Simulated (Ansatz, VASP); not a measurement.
# ZrGeSe3: VASP beside Ansatz

File INCAR:

```
PREC = Accurate ; ENCUT = 520
EDIFF = 1E-6 ; ISMEAR = 0
SIGMA = 0.1 ; LREAL = False
LASPH = True ; NELM = 80
ALGO = Normal ; ISIF = 2
LWAVE = False ; LCHARG = False
LDIPOL = True ; IDIPOL = 3
DIPOL = 0.5 0.5 0.270 ; GGA = PE
IVDW = 12 ; NBANDS = 30
```

File KPOINTS:

```
Automatic mesh
0
Gamma
  6 6 1
```

The input POSCAR:

```
ZrGeSe3
1.0
    3.7310980000      0.0000000000      0.0000000000
   -1.8655490000      3.2312260000      0.0000000000
    0.0000000000      0.0000000000     38.0944430000
Zr Ge Se
1 1 3
Direct
    0.3333330000      0.6666670000      0.3213030000
    0.0000000000      0.0000000000      0.2115530000
    0.3333330000      0.6666670000      0.1746120000
    0.0000000000      0.0000000000      0.3631450000
    0.6666670000      0.3333330000      0.2783370000
```

Input for Ansatz:

```yaml
crystal:
  lattice:
    - [3.731098, 0.0, 0.0]
    - [-1.865549, 3.231226, 0.0]
    - [0.0, 0.0, 38.094443]
  atoms:
    - { symbol: Zr, position: [0.333333, 0.666667, 0.321303] }
    - { symbol: Ge, position: [0.0, 0.0, 0.211553] }
    - { symbol: Se, position: [0.333333, 0.666667, 0.174612] }
    - { symbol: Se, position: [0.0, 0.0, 0.363145] }
    - { symbol: Se, position: [0.666667, 0.333333, 0.278337] }
  periodic: [true, true, false]
basis:
  ecutwfc: 420
kpoints:
  mp_grid: { grid: [6, 6, 1] }
hamiltonian:
  xc: pbe
  dispersion: d3bj
scf:
  occupations: { method: gaussian, width: 0.1 }
  lower_state_search: "off"
output:
  forces: true
  stress: true
  eigenvalues: true
```

Alike in both runs: task single point; functional PBE; dispersion D3(BJ); k mesh 6 × 6 × 1; occupations gaussian, width 0.1 eV; no spin polarisation.

|  | VASP | Ansatz |
| --- | --- | --- |
| version | VASP 6.6.1 | Ansatz 0.2.0 |
| potentials or method | VASP PAW PBE potentials, release 64 (Zr_sv, Ge_d, Se), cutoff 520 eV | scalar-relativistic, plane waves, PAW |
| valence electrons in the cell | 44 | 74 |

```tsv
	VASP	Ansatz	Ansatz less VASP
gap on the k mesh at the Fermi level (eV)	none	none	-
rms of the force components (eV/Å)	0.012	0.015	+0.0040
```

Atom by atom the forces differ by 0.012 eV/Å (rms over components). A gap of «none» marks a metal or a gap that the smearing closes. VASP's potentials hold 44 valence electrons a cell and Ansatz's 74, so a difference there can come from the potentials and not from the codes. Ansatz's warnings: structure snapped to symmetry.
